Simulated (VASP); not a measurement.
# TiCo (Pm-3m) in VASP: single point with BLYP

Aim: the single point of TiCo with BLYP.

Everything below comes from runs of VASP 6.6.1. Logs are shortened: lines on timing, memory, paths and dates and some standing lists are left out, and cuts for length are marked.

**1. The cell of the first run**

The structure is cubic, space group Pm-3m (No. 221). The conventional cell has a = 3.015 Å, b = 3.015 Å, c = 3.015 Å, α = 90.00°, β = 90.00°, γ = 90.00°. Co (site symmetry m-3m) has 8 Ti at 2.61 Å and 6 Co at 3.02 Å within 3.4 Å. Within 3.4 Å of Ti (site symmetry m-3m) lie 8 Co at 2.61 Å and 6 Ti at 3.02 Å.

**2. Single point, BLYP, collinear spin, ferromagnetic start**

File INCAR:

```
  PREC = Accurate
  ENCUT = 690
  EDIFF = 1E-6
  ISMEAR = -1
  SIGMA = 0.05
  LREAL = F
  LASPH = T
  NELM = 200
  ALGO = Normal
  ISIF = 2
  LWAVE = F
  LCHARG = F
  ISPIN = 2
  MAGMOM = 2 1
  LORBIT = 11
  LMAXMIX = 4
  GGA = B5
  ALDAX = 1.0
  AGGAX = 1.0
  AGGAC = 1.0
  ALDAC = 0.0
  NBANDS = 26
  GGA_COMPAT = F
```

File KPOINTS:

```
regular mesh
0
Gamma
  9 9 9
```

File POSCAR:

```
TiCo
1.0
    3.0151166799      0.0000000000      0.0000000000
    0.0000000000      3.0151166799      0.0000000000
    0.0000000000      0.0000000000      3.0151166799
Co Ti
1 1
Direct
    0.5000000000      0.5000000000      0.5000000000
    0.0000000000      0.0000000000      0.0000000000
```

Potentials or basis: VASP PAW PBE potentials, release 64 (Co_sv, Ti_sv).

Launch:

```console
$ cat potpaw_PBE.64/Co_sv/POTCAR potpaw_PBE.64/Ti_sv/POTCAR > POTCAR
$ mpirun -np 1 vasp_std > vasp.out
```

OUTCAR:

```text
PREC = Accurate
   ENCUT = 690
   EDIFF = 1E-6
   ISMEAR = -1
   LREAL = F
   LASPH = T
   NELM = 200
   ISIF = 2
   ISPIN = 2
   LORBIT = 11
   GGA = B5

 ion  position               nearest neighbor table
   1  0.500  0.500  0.500-   2 2.61   2 2.61   2 2.61   2 2.61   2 2.61   2 2.61   2 2.61   2 2.61

   2  0.000  0.000  0.000-   1 2.61   1 2.61   1 2.61   1 2.61   1 2.61   1 2.61   1 2.61   1 2.61

  LATTYP: Found a simple cubic cell.
 ALAT       =     3.0151166799

  Lattice vectors:

 A1 = (   3.0151166799,   0.0000000000,   0.0000000000)
 A2 = (   0.0000000000,   3.0151166799,   0.0000000000)
 A3 = (   0.0000000000,   0.0000000000,   3.0151166799)

Analysis of symmetry for initial positions (statically):
=====================================================================
 Subroutine PRICEL returns:
 Original cell was already a primitive cell.

 Routine SETGRP: Setting up the symmetry group for a
 simple cubic supercell.

 Subroutine GETGRP returns: Found 48 space group operations
 (whereof 48 operations were pure point group operations)
 out of a pool of 48 trial point group operations.

The static configuration has the point symmetry O_h .

Analysis of symmetry for dynamics (positions and initial velocities):
=====================================================================
 Subroutine PRICEL returns:
 Original cell was already a primitive cell.

 Routine SETGRP: Setting up the symmetry group for a
 simple cubic supercell.

 Subroutine GETGRP returns: Found 48 space group operations
 (whereof 48 operations were pure point group operations)
 out of a pool of 48 trial point group operations.

The dynamic configuration has the point symmetry O_h .

Analysis of structural, dynamic, and magnetic symmetry:
=====================================================================
 Subroutine PRICEL returns:
 Original cell was already a primitive cell.

 Routine SETGRP: Setting up the symmetry group for a
 simple cubic supercell.

 Subroutine GETGRP returns: Found 48 space group operations
 (whereof 48 operations were pure point group operations)
 out of a pool of 48 trial point group operations.

The overall configuration has the point symmetry O_h .

 Subroutine INISYM returns: Found 48 space group operations
 (whereof 48 operations are pure point group operations),
 and found     1 'primitive' translations

[... 115 lines left out ...]
  volume/ion in A,a.u.               =      13.71        92.49
  Fermi-wavevector in a.u.,A,eV,Ry     =   1.668156  3.152358 37.861545  2.782745
  Thomas-Fermi vector in A             =   2.754053
   LORBIT       =     11    0 simple, 1 ext, 2 COOP (PROOUT), +10 PAW based schemes
   GGA     = B5    functional components
   LHFCALC =     F    Hartree Fock is set to
   AEXX    =    0.0000 exact exchange contribution
   IVDW    =     0    specifies the selected vdW correction
   LEPSILON=     F    determine dielectric tensor
   LRPA    =     F    only Hartree local field effects (RPA)
 spin polarized calculation
  energy-cutoff  :      690.00
  volume of cell :       27.41
 maximum number of plane-waves:      1141
 NGX is ok and might be reduce to    28
   NGX = 13   NGY = 13   NGZ = 13

 number of electron      29.0000018 magnetization       0.8221711

 Free energy of the ion-electron system (eV)
  ---------------------------------------------------
  ext. energy  EPLUGINS =         0.00000000
  ---------------------------------------------------
  free energy    TOTEN  =       -13.73025437 eV

  energy without entropy =      -13.71236446  energy(sigma->0) =      -13.72130941

 E-fermi :  10.7365     XC(G=0): -12.0541

 val. band max:       10.7313600252   @ k =   0.3333   0.3333   0.1111
 cond. band min:      10.7406427581   @ k =   0.3333   0.3333   0.0000
 fundamental gap:      0.0092827329
 Fermi energy:        10.7364732371

 spin component 1

 k-point     1 :       0.0000    0.0000    0.0000
  band No.  band energies     occupation
      1     -84.4679      1.00000
      2     -47.9758      1.00000
      3     -47.9758      1.00000
      4     -47.9758      1.00000
      5     -46.3021      1.00000
      6     -22.5703      1.00000
[... 685 lines left out ...]
     25      27.2988      0.00000
     26      30.2058      0.00000

 [... further k-points ...]

 spin component 2

 k-point     1 :       0.0000    0.0000    0.0000
  band No.  band energies     occupation
      1     -83.4102      1.00000
      2     -46.9518      1.00000
      3     -46.9518      1.00000
      4     -46.9518      1.00000
      5     -46.2996      1.00000
      6     -22.5680      1.00000
[... 685 lines left out ...]
     25      27.3381      0.00000
     26      30.1974      0.00000

 [... further k-points ...]

------------------------ aborting loop because EDIFF is reached ----------------------------------------

  FORCE on cell =-STRESS in cart. coord.  units (eV):
  Direction    XX          YY          ZZ          XY          YZ          ZX
  --------------------------------------------------------------------------------------
  -------------------------------------------------------------------------------------
  Total       -0.0214030     -0.0214030     -0.0214030     -0.0000000      0.0000000      0.0000000
  in kB       -1.2510450     -1.2510450     -1.2510450     -0.0000000      0.0000000      0.0000000
  external PRESSURE =      -1.2510450 kB  Pullay stress =       0.0000000 kB

 VOLUME and BASIS-vectors are now :
 -----------------------------------------------------------------------------
  energy-cutoff  :      690.00
  volume of cell :       27.41
      direct lattice vectors                 reciprocal lattice vectors
     3.015116680  0.000000000  0.000000000     0.331662123  0.000000000  0.000000000
     0.000000000  3.015116680  0.000000000     0.000000000  0.331662123  0.000000000
     0.000000000  0.000000000  3.015116680     0.000000000  0.000000000  0.331662123

 POSITION                                       TOTAL-FORCE (eV/Angst)
 -----------------------------------------------------------------------------------
      1.50756      1.50756      1.50756         0.000000      0.000000      0.000000
      0.00000      0.00000      0.00000         0.000000      0.000000      0.000000
 -----------------------------------------------------------------------------------
    total drift:                                0.000000      0.000000      0.000000

  FREE ENERGIE OF THE ION-ELECTRON SYSTEM (eV)
  ---------------------------------------------------
  free  energy   TOTEN  =       -13.7302543683 eV

  energy  without entropy=      -13.7123644581  energy(sigma->0) =      -13.72130941

 total charge

# of ion       s       p       d       tot
------------------------------------------
    1        2.271   6.092   6.777  15.140
    2        2.239   6.162   1.895  10.297
--------------------------------------------------
tot          4.510  12.254   8.672  25.437

 magnetization (x)

# of ion       s       p       d       tot
------------------------------------------
    1        0.015  -0.000   0.860   0.875
    2       -0.002  -0.013  -0.001  -0.016
--------------------------------------------------
tot          0.013  -0.013   0.859   0.859
```

stdout:

```text
POSCAR found type information on POSCAR CoTi
 POSCAR found :  2 types and       2 ions
 scaLAPACK will be used
 -----------------------------------------------------------------------------
|                                                                             |
|                                                                             |
|     You enforced a specific xc type in the INCAR file but a different       |
|     I HOPE YOU KNOW WHAT YOU ARE DOING!                                     |
|                                                                             |
 -----------------------------------------------------------------------------

 LDA part: xc-table for (Slater(with rela. corr.)+VWN5), standard interpolation
 POSCAR, INCAR and KPOINTS ok, starting setup
 FFT: planning ... GRIDC
 FFT: planning ... GRID_SOFT
 FFT: planning ... GRID
 WAVECAR not read
 entering main loop
```

Run time: 2.6 min. Hardware: 1 thread of Intel Xeon Platinum 8375C at 2.90GHz (Ice Lake), shared host; peak memory 0.21 GiB.

What came out:

```
Free energy                                           : -13.7303 eV
Pressure                                              : -0.1 GPa
Net moment                                            : 0.82 μB per cell
Site moments                                          : Co +0.88; Ti -0.02 μB
Valence electrons inside the program's atomic spheres : Co 15.14; Ti 10.30
```

Caveat: the PAW data sets were made with another functional, which shifts forces and pressure a little.
